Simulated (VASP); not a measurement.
A run of VASP 6.6.1:

File INCAR:

```
SYSTEM = Al2Cl2F
PREC     = Accurate       ! precision mode
ENCUT    = 520            ! plane-wave cutoff, eV
EDIFF    = 1E-6           ! SCF threshold, eV
ISMEAR   = 0              ! smearing method
SIGMA    = 0.1            ! smearing width, eV
LREAL    = .False.        ! projectors in reciprocal space
LASPH    = .True.         ! aspherical terms in the spheres
NELM     = 100            ! most SCF steps
ALGO     = Normal         ! electronic algorithm
ISIF     = 2              ! what is computed and relaxed
LWAVE    = .False.        ! write WAVECAR
LCHARG   = .False.        ! write CHGCAR
GGA      = PE             ! functional
NBANDS   = 22             ! bands
```

Contents of KPOINTS:

```
Automatic mesh
0
Gamma
  4 4 4
  0 0 0
```

The input POSCAR:

```
Al2Cl2F
1.0
    4.5846118450      0.0000000000      0.0000000000
    0.0000000000      4.5846118450      0.0000000000
    0.0000000000      0.0000000000      4.7475360001
Al Cl F
2 2 1
Direct
    0.0000000000      0.5000000000      0.6902450381
    0.5000000000      0.0000000000      0.6902450381
    0.0000000000      0.5000000000      0.1902386575
    0.5000000000      0.0000000000      0.1902386575
    0.0000000000      0.0000000000      0.6902458288
```

Potentials or basis: VASP PAW PBE potentials, release 64 (Al, Cl, F).

Launch:

```sh
$ cat potpaw_PBE.64/Al/POTCAR potpaw_PBE.64/Cl/POTCAR potpaw_PBE.64/F/POTCAR > POTCAR
$ mpirun -np 1 vasp_std > vasp.out
```

Hardware: 1 thread of AMD EPYC 9R45 96-Core Processor (Zen 5), on a shared host.

**Question.** How long does it take, and how much memory?

**Answer.** Run time: 20 s on 1 thread of AMD EPYC 9R45 96-Core Processor (Zen 5) (shared host), peak memory 0.18 GiB. Counts: scf iterations 14, k points 18.
